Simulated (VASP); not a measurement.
# ZnS (P6_3mc) in VASP: notebook

ZnS is run at these levels: PBE; tasks: electric field gradients.

All numbers are computed with VASP 6.6.1; they aren't measurements. Logs are shortened: lines on timing, memory, paths and dates and some standing lists are left out, and cuts for length are marked.

**1. The cell of the first run**

It takes space group P6_3mc (No. 186, hexagonal). The conventional cell has a = 3.735 Å, b = 3.735 Å, c = 6.234 Å, α = 90.00°, β = 90.00°, γ = 120.00°. Within 3.0 Å of Zn (site symmetry 3m) lie 4 S at 2.27 to 2.40 Å. S (site symmetry 3m) has 4 Zn at 2.27 to 2.40 Å within 3.0 Å.

**2. Electric field gradients, PBE (equal xx and yy strain of -2 %)**

Input file INCAR:

```
PREC     = Accurate       # precision mode
ENCUT    = 400            # plane-wave cutoff, eV
EDIFF    = 1E-8           # SCF threshold, eV
ISMEAR   = -1             # smearing method
SIGMA    = 0.03           # smearing width, eV
LREAL    = False          # projectors in reciprocal space
LASPH    = True           # aspherical terms in the spheres
NELM     = 120            # most SCF steps
ALGO     = Normal         # electronic algorithm
ISIF     = 2              # what is computed and relaxed
LWAVE    = False          # write WAVECAR
LCHARG   = False          # write CHGCAR
GGA      = PE             # functional
LEFG     = True         
NBANDS   = 26             # bands
GGA_COMPAT= False
```

Input file KPOINTS:

```
regular mesh
0
Gamma
  8 8 5
```

Input file POSCAR:

```
ZnS
1.0
    3.7347788060      0.0000000000      0.0000000000
   -1.8673894030      3.2344133234      0.0000000000
    0.0000000000      0.0000000000      6.2340000000
Zn S
2 2
Direct
    0.3333333333      0.6666666667      0.0000000000
    0.6666666667      0.3333333333      0.5000000000
    0.3333333333      0.6666666667      0.3850000000
    0.6666666667      0.3333333333      0.8850000000
```

Potentials or basis: VASP PAW PBE potentials, release 64 (Zn, S).

Started as:

```console
$ cat potpaw_PBE.64/Zn/POTCAR potpaw_PBE.64/S/POTCAR > POTCAR
$ mpirun -np 1 vasp_std > vasp.out
```

OUTCAR:

```text
PREC = Accurate
   ENCUT = 400
   EDIFF = 1E-8
   ISMEAR = -1
   LREAL = False
   LASPH = True
   NELM = 120
   ISIF = 2
   GGA = PE

 ion  position               nearest neighbor table
   1  0.333  0.667  0.000-   4 2.27   4 2.27   4 2.27   3 2.40
   2  0.667  0.333  0.500-   3 2.27   3 2.27   3 2.27   4 2.40
   3  0.333  0.667  0.385-   2 2.27   2 2.27   2 2.27   1 2.40
   4  0.667  0.333  0.885-   1 2.27   1 2.27   1 2.27   2 2.40

  LATTYP: Found a hexagonal cell.
 ALAT       =     3.7347788060
 C/A-ratio  =     1.6691751570

  Lattice vectors:

 A1 = (   3.7347788060,   0.0000000000,   0.0000000000)
 A2 = (  -1.8673894030,   3.2344133234,   0.0000000000)
 A3 = (   0.0000000000,   0.0000000000,   6.2340000000)

Analysis of symmetry for initial positions (statically):
=====================================================================
 Subroutine PRICEL returns:
 Original cell was already a primitive cell.

 Routine SETGRP: Setting up the symmetry group for a
 hexagonal supercell.

 Subroutine GETGRP returns: Found 12 space group operations
 (whereof  6 operations were pure point group operations)
 out of a pool of 24 trial point group operations.

The static configuration has the point symmetry C_3v.
 The point group associated with its full space group is C_6v.

Analysis of symmetry for dynamics (positions and initial velocities):
=====================================================================
 Subroutine PRICEL returns:
 Original cell was already a primitive cell.

 Routine SETGRP: Setting up the symmetry group for a
 hexagonal supercell.

 Subroutine GETGRP returns: Found 12 space group operations
 (whereof  6 operations were pure point group operations)
 out of a pool of 24 trial point group operations.

The dynamic configuration has the point symmetry C_3v.
 The point group associated with its full space group is C_6v.

 Subroutine INISYM returns: Found 12 space group operations
 (whereof  6 operations are pure point group operations),
 and found     1 'primitive' translations

----------------------------------------------------------------------------------------

                                     Primitive cell

  volume of cell :      75.3056

  direct lattice vectors                    reciprocal lattice vectors
     3.734778806  0.000000000  0.000000000     0.267753474  0.154587540  0.000000000
    -1.867389403  3.234413323  0.000000000     0.000000000  0.309175081  0.000000000
     0.000000000  0.000000000  6.234000000     0.000000000  0.000000000  0.160410651

  length of vectors
     3.734778806  3.734778806  6.234000000     0.309175081  0.309175081  0.160410651

  position of ions in fractional coordinates (direct lattice)
     0.333333333  0.666666667  0.000000000
     0.666666667  0.333333333  0.500000000
     0.333333333  0.666666667  0.385000000
     0.666666667  0.333333333  0.885000000

  ion indices of the primitive-cell ions
   primitive index   ion index
                 1           1
                 2           2
                 3           3
                 4           4

----------------------------------------------------------------------------------------

 KPOINTS: regular mesh

Automatic generation of k-mesh.
 Grid dimensions read from file:
 generate k-points for:    8    8    5

 Generating k-lattice:

  Cartesian coordinates                     Fractional coordinates (reciprocal lattice)
     0.033469184  0.019323443  0.000000000     0.125000000  0.000000000  0.000000000
     0.000000000  0.038646885  0.000000000     0.000000000  0.125000000  0.000000000
     0.000000000  0.000000000  0.032082130     0.000000000  0.000000000  0.200000000

  Length of vectors
     0.038646885  0.038646885  0.032082130

  Shift w.r.t. Gamma in fractional coordinates (k-lattice)
     0.000000000  0.000000000  0.000000000

 Subroutine IBZKPT returns following result:
 ===========================================

 Found     30 irreducible k-points:

 Following reciprocal coordinates:
            Coordinates               Weight
  0.000000  0.000000  0.000000      1.000000
  0.125000  0.000000  0.000000      6.000000
  0.250000  0.000000  0.000000      6.000000
  0.375000  0.000000  0.000000      6.000000
  0.500000  0.000000  0.000000      3.000000
  0.125000  0.125000  0.000000      6.000000
[... 16 lines left out ...]
  0.250000  0.000000  0.400000     12.000000
  0.375000  0.000000  0.400000     12.000000
 [... further k-points ...]
   k-points           NKPTS =     30   k-points in BZ     NKDIM =     30   number of bands    NBANDS=     26
   number of dos      NEDOS =    301   number of ions     NIONS =      4
   total plane-waves  NPLWV =  24192
   dimension x,y,z NGX =    24 NGY =   24 NGZ =   42
   dimension x,y,z NGXF=    48 NGYF=   48 NGZF=   84
   ions per type =               2   2
   NGX,Y,Z   is equivalent  to a cutoff of  10.68, 10.68, 11.20 a.u.
   NGXF,Y,Z  is equivalent  to a cutoff of  21.37, 21.37, 22.40 a.u.
 SYSTEM =  unknown system
   PREC   = accura    normal or accurate (medium, high low for compatibility)
   ISTART =      0    job   : 0-new  1-cont  2-samecut
   ICHARG =      2    charge: 1-file 2-atom 10-const
   ISPIN  =      1    spin polarized calculation?
   LNONCOLLINEAR =      F non collinear calculations
   LSORBIT =      F    spin-orbit coupling
   LASPH  =      T    aspherical Exc in radial PAW
   ENCUT  =  400.0 eV  29.40 Ry    5.42 a.u.   6.09  6.09 10.17*2*pi/ulx,y,z
   NELM   =    120;   NELMIN=  2; NELMDL= -5     # of ELM steps
   EDIFF  = 0.1E-07   stopping-criterion for ELM
   LREAL  =      F    real-space projection
   EDIFFG = 0.1E-06   stopping-criterion for IOM
   NSW    =      0    number of steps for IOM
   IBRION =     -1    ionic relax: 0-MD 1-quasi-New 2-CG
   NFREE  =      0    steps in history (QN), initial steepest desc. (CG)
   ISIF   =      2    stress and relaxation
   ISYM   =      2    0-nonsym 1-usesym 2-fastsym
   POTIM  = 0.5000    time-step for ionic-motion
   TEBEG  =    0.0;   TEEND  =   0.0 temperature during run
   PSTRESS=    0.0 pullay stress
   NELECT =      36.0000    total number of electrons
   NUPDOWN=      -1.0000    fix difference up-down
   EMIN   =  10.00;   EMAX   =-10.00  energy-range for DOS
   EFERMI =   0.00;   METHOD = LEGACY
   ISMEAR =    -1;   SIGMA  =   0.03  broadening in eV -4-tet -1-fermi 0-gaus
   EFERMI_NEDOS =   21; number of points for ismear=-14 and -15
   IALGO  =     38    algorithm
   IMIX   =      4    mixing-type and parameters
     AMIX     =   0.40;   BMIX     =  1.00
     AMIX_MAG =   1.60;   BMIX_MAG =  1.00
  volume/ion in A,a.u.               =      18.83       127.05
  Fermi-wavevector in a.u.,A,eV,Ry     =   1.280069  2.418979 22.294177  1.638576
  Thomas-Fermi vector in A             =   2.412518
   LORBIT       =      0    0 simple, 1 ext, 2 COOP (PROOUT), +10 PAW based schemes
   GGA     = PE    functional components
   LHFCALC =     F    Hartree Fock is set to
   AEXX    =    0.0000 exact exchange contribution
   IVDW    =     0    specifies the selected vdW correction
   LEPSILON=     F    determine dielectric tensor
   LRPA    =     F    only Hartree local field effects (RPA)
 non-spin polarized calculation
  energy-cutoff  :      400.00
  volume of cell :       75.31
 maximum number of plane-waves:      1382
   NGX = 13   NGY = 13   NGZ = 21

 number of electron      36.0000035 magnetization

 Free energy of the ion-electron system (eV)
  ---------------------------------------------------
  ext. energy  EPLUGINS =         0.00000000
  ---------------------------------------------------
  free energy    TOTEN  =       -13.54254389 eV

  energy without entropy =      -13.54254389  energy(sigma->0) =      -13.54254389

 E-fermi :   3.1474     XC(G=0):  -9.8429

 val. band max:        2.5706537594   @ k =   0.0000   0.0000   0.0000
 cond. band min:       4.9740278831   @ k =   0.0000   0.0000   0.0000
 fundamental gap:      2.4033741237
 Fermi energy:         3.1474375868

 k-point     1 :       0.0000    0.0000    0.0000
  band No.  band energies     occupation
      1     -10.9436      2.00000
      2      -9.9969      2.00000
      3      -4.0063      2.00000
      4      -4.0063      2.00000
      5      -3.9420      2.00000
      6      -3.9420      2.00000
[... 18 lines left out ...]
     25      10.2125      0.00000
     26      11.9301      0.00000
[... 644 lines left out ...]
      4      -3.9679      2.00000
      5      -3.8143      2.00000
      6      -3.7692      2.00000
[... 18 lines left out ...]
     25      11.8886      0.00000
     26      12.0955      0.00000

 [... further k-points ...]
[... 5 lines left out ...]
  --------------------------------------------------------------------------------------
  -------------------------------------------------------------------------------------
  Total        3.7134062      3.7134062      1.0363568      0.0000000      0.0000000      0.0000000
  in kB       79.0052306     79.0052306     22.0491930      0.0000000      0.0000000      0.0000000
  external PRESSURE =      60.0198847 kB  Pullay stress =       0.0000000 kB

 VOLUME and BASIS-vectors are now :
 -----------------------------------------------------------------------------
  energy-cutoff  :      400.00
  volume of cell :       75.31
      direct lattice vectors                 reciprocal lattice vectors
     3.734778806  0.000000000  0.000000000     0.267753474  0.154587540  0.000000000
    -1.867389403  3.234413323  0.000000000     0.000000000  0.309175081  0.000000000
     0.000000000  0.000000000  6.234000000     0.000000000  0.000000000  0.160410651

 POSITION                                       TOTAL-FORCE (eV/Angst)
 -----------------------------------------------------------------------------------
     -0.00000      2.15628      0.00000         0.000000     -0.000000      0.499960
      1.86739      1.07814      3.11700        -0.000000      0.000000      0.499960
     -0.00000      2.15628      2.40009        -0.000000      0.000000     -0.499960
      1.86739      1.07814      5.51709         0.000000      0.000000     -0.499960
 -----------------------------------------------------------------------------------
    total drift:                               -0.000002     -0.000003      0.000741

  FREE ENERGIE OF THE ION-ELECTRON SYSTEM (eV)
  ---------------------------------------------------
  free  energy   TOTEN  =       -13.5425438856 eV

  energy  without entropy=      -13.5425438856  energy(sigma->0) =      -13.54254389

 Electric field gradients (V/A^2)
---------------------------------------------------------------------
 ion       V_xx      V_yy      V_zz      V_xy      V_xz      V_yz
---------------------------------------------------------------------
   1     -14.680   -14.689    29.370    -0.008     0.000    -0.000
   2     -14.680   -14.689    29.370    -0.008    -0.000     0.000
   3       0.451     0.452    -0.904     0.001    -0.000     0.000
   4       0.451     0.452    -0.904     0.001     0.000    -0.000
---------------------------------------------------------------------

 Electric field gradients after diagonalization (V/A^2)
 (convention: |V_zz| > |V_xx| > |V_yy|)
----------------------------------------------------------------------
 ion       V_xx      V_yy      V_zz     asymmetry (V_yy - V_xx)/ V_zz
----------------------------------------------------------------------
   1     -14.694   -14.675    29.370       0.001
   2     -14.694   -14.675    29.370       0.001
   3       0.453     0.451    -0.904       0.003
   4       0.453     0.451    -0.904       0.003
----------------------------------------------------------------------

           NMR quadrupolar parameters

 Cq : quadrupolar parameter    Cq=e*Q*V_zz/h
 eta: asymmetry parameters     (V_yy - V_xx)/ V_zz
 Q  : nuclear electric quadrupole moment in mb (millibarn)
----------------------------------------------------------------------
 ion       Cq(MHz)       eta       Q (mb)
----------------------------------------------------------------------
   1       0.071       0.001       1.000
   2       0.071       0.001       1.000
   3      -0.002       0.003       1.000
   4      -0.002       0.003       1.000
----------------------------------------------------------------------
```

It took 28 s on 1 thread of Intel Xeon 8259CL, shared host; peak memory 0.18 GiB.

Results:

* Free energy: -13.5425 eV
* Pressure: 6.0 GPa
* Largest force: 0.500 eV/Å
* Band gap on the k mesh: 2.40 eV
* Largest electric field gradient by atom: Zn +29.4; S -0.9 V/Å²

Forces in eV/Å, atoms in the order of the input:
```
Zn   0.000  0.000  0.500
Zn   0.000  0.000  0.500
S    0.000  0.000 -0.500
S    0.000  0.000 -0.500
```

Stress tensor (GPa, compression positive):
```
7.90 0.00 0.00
0.00 7.90 0.00
0.00 0.00 2.20
```

Electric field gradients, principal values (V/Å²):
```
atom    least   middle  greatest (by size)
1 Zn  -14.675  -14.694              29.370
2 Zn  -14.675  -14.694              29.370
 3 S    0.451    0.453              -0.904
 4 S    0.451    0.453              -0.904
```

Caveat: the cell differs from its parent crystal (equal xx and yy strain of -2 %); the stress differs along the axes, from 2 to 8 GPa; without QUAD_EFG the Cq values of the log hold for a quadrupole moment of 1 mb, not for the nuclei.

(Part 1 of 2 ends here.)
